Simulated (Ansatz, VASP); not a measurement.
One calculation of B4AsN3, two programs

Contents of INCAR:

```
SYSTEM = B4AsN3
ALGO = Normal
EDIFF = 1E-6
ENCUT = 700
GGA = PE
GGA_COMPAT = .False.
ISIF = 2
ISMEAR = -1
LASPH = .True.
LCHARG = .False.
LREAL = .False.
LWAVE = .False.
NBANDS = 31
NELM = 120
PREC = Accurate
SIGMA = 0.02
```

Contents of KPOINTS:

```
k-points
0
Gamma
  6 6 6
  0 0 0
```

POSCAR

```
B4AsN3
1.0
    3.9535267229      0.0000000000      0.0000000000
    0.0000000000      3.9535267229      0.0000000000
    0.0000000000      0.0000000000      3.9535267229
N B As
3 4 1
Direct
    0.5000000000      0.0000000000      0.0000000000
    0.0000000000      0.5000000000      0.0000000000
    0.0000000000      0.0000000000      0.5000000000
    0.2269582761      0.7730417239      0.7730417239
    0.7730417239      0.2269582761      0.7730417239
    0.7730417239      0.7730417239      0.2269582761
    0.2269582761      0.2269582761      0.2269582761
    0.5000000000      0.5000000000      0.5000000000
```

Input for Ansatz:

```yaml
crystal:
  lattice:
    - [3.9535267229, 0.0, 0.0]
    - [0.0, 3.9535267229, 0.0]
    - [0.0, 0.0, 3.9535267229]
  atoms:
    - { symbol: "N", position: [0.5, 0.0, 0.0] }
    - { symbol: B, position: [0.2269582761, 0.7730417239, 0.7730417239] }
    - { symbol: "N", position: [0.0, 0.5, 0.0] }
    - { symbol: B, position: [0.7730417239, 0.2269582761, 0.7730417239] }
    - { symbol: "N", position: [0.0, 0.0, 0.5] }
    - { symbol: B, position: [0.7730417239, 0.7730417239, 0.2269582761] }
    - { symbol: As, position: [0.5, 0.5, 0.5] }
    - { symbol: B, position: [0.2269582761, 0.2269582761, 0.2269582761] }
kpoints:
  mp_grid: { grid: [6, 6, 6] }
  band_path:
    path:
      - [[0.0, 0.0, 0.0], [-3.301816071412e-51, 0.5, 6.860586834097e-34], [0.5, 0.5, 5.257076893583e-34], [0.0, 0.0, 0.0], [0.5, 0.5, 0.5], [-3.301816071412e-51, 0.5, 6.860586834097e-34]]
      - [[0.5, 0.5, 0.5], [0.5, 0.5, 5.257076893583e-34]]
    npoints: 10
hamiltonian:
  xc: pbe
scf:
  occupations: { method: fermi_dirac, width: 0.02 }
  n_extra_bands: 6
output:
  forces: true
  stress: true
  eigenvalues: true
```

Alike in both runs: task single point; functional PBE; k mesh 6 × 6 × 6; occupations fermi-dirac, width 0.02 eV; no spin polarisation.

```csv
,VASP,Ansatz
version,VASP 6.6.1,Ansatz 0.2.0
potentials or method,"VASP PAW PBE potentials, release 64 (N, B, As_d)","plane waves, PAW"
plane-wave cutoff (eV),700,420
valence electrons in the cell,42,42
```

```tsv
	VASP	Ansatz	Ansatz less VASP
gap on the k mesh at the Fermi level (eV)	0.74	0.74	-0.002
pressure (GPa)	2.9	3.2	+0.29
rms of the force components (eV/Å)	0.096	0.109	+0.0123
```

The functional is the same, so the differences come from potentials, cutoffs and numerics.
